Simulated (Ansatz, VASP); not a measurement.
# W in VASP and in Ansatz

INCAR

```
  PREC = Accurate
  ENCUT = 500
  EDIFF = 1E-6
  ISMEAR = 0
  SIGMA = 0.15
  LREAL = F
  LASPH = T
  NELM = 120
  ALGO = Normal
  ISIF = 2
  LWAVE = F
  LCHARG = F
  GGA = PS
  NBANDS = 13
  GGA_COMPAT = F
```

File KPOINTS:

```
regular mesh
0
Gamma
  22 22 22
```

The input POSCAR:

```
W
1.0
    0.0000000000      2.0858577042      1.7873714668
    2.0858577042      0.0000000000      1.7873714668
    2.0858577042      2.0858577042      0.0000000000
W
1
Direct
    0.0000000000      0.0000000000      0.0000000000
```

Input for Ansatz:

```yaml
crystal:
  lattice:
    - [0.0, 2.0858577042, 1.7873714668]
    - [2.0858577042, 0.0, 1.7873714668]
    - [2.0858577042, 2.0858577042, 0.0]
  atoms:
    - { symbol: W, position: [0.0, 0.0, 0.0] }
basis:
  ecutwfc: 420
kpoints:
  mp_grid: { grid: [22, 22, 22] }
hamiltonian:
  xc: pbesol
  pseudopotentials: { kind: paw, azcp: { folder: soft_1 } }
scf:
  occupations: { method: gaussian, width: 0.15 }
output:
  forces: true
  stress: true
  eigenvalues: true
```

Alike in both runs: task single point; functional PBEsol; k mesh 22 × 22 × 22; occupations gaussian, width 0.15 eV; no spin polarisation.

|  | VASP | Ansatz |
| --- | --- | --- |
| version | VASP 6.6.1 | Ansatz 0.2.0 |
| potentials or method | VASP PAW PBE potentials, release 64 (W_sv), cutoff 500 eV | scalar-relativistic, plane waves, PAW |
| valence electrons in the cell | 14 | 14 |

Ansatz gave:

```
gap on the k mesh at the Fermi level (eV)                     : none
pressure (GPa)                                                : 7.1
traceless stress, the component that is largest in VASP (GPa) : -22.25
```

Task: Which values does VASP return?

Result: gap on the k mesh at the Fermi level (eV): none; pressure (GPa): 7.8; traceless stress, the component that is largest in VASP (GPa): -22.31.

VASP's potentials were made for PBE, not for PBEsol, and Ansatz warns of the same on its side. A gap of «none» marks a metal or a gap that the smearing closes.

Neither program's run includes spin-orbit coupling.
